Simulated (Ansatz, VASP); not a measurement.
**One calculation of Ge, two programs**

```
CELL_PARAMETERS angstrom
1.49791 -2.61187 0.00000
1.49791 2.61187 0.00000
0.00000 0.00000 4.75891
ATOMIC_POSITIONS crystal
Ge 0.33345 0.66655 0.25000
Ge 0.66655 0.33345 0.75000
```

Change from the starting cell: volume scaled by 1.02.

Alike in both runs: task single point; functional LDA; k mesh 10 × 10 × 6; occupations fermi-dirac, width 0.05 eV; no spin polarisation.

|  | VASP | Ansatz |
| --- | --- | --- |
| version | VASP 6.6.1 | Ansatz 0.2.0 |
| potentials or method | VASP PAW LDA potentials, release 64 (Ge_d), cutoff 520 eV | all-electron LAPW, scalar-relativistic |

Ansatz gave:

```
gap on the k mesh at the Fermi level (eV)                     : none
pressure (GPa)                                                : -2.6
traceless stress, the component that is largest in VASP (GPa) : 1.42
```

Question: What did VASP give for the same quantities?

Answer: gap on the k mesh at the Fermi level (eV): none; pressure (GPa): -2.7; traceless stress, the component that is largest in VASP (GPa): 1.42.

LDA's correlation is that of Perdew and Zunger in VASP and of Perdew and Wang (1992) in Ansatz. A gap of «none» marks a metal or a gap that the smearing closes. Ansatz ran all-electron here, and VASP with PAW potentials.
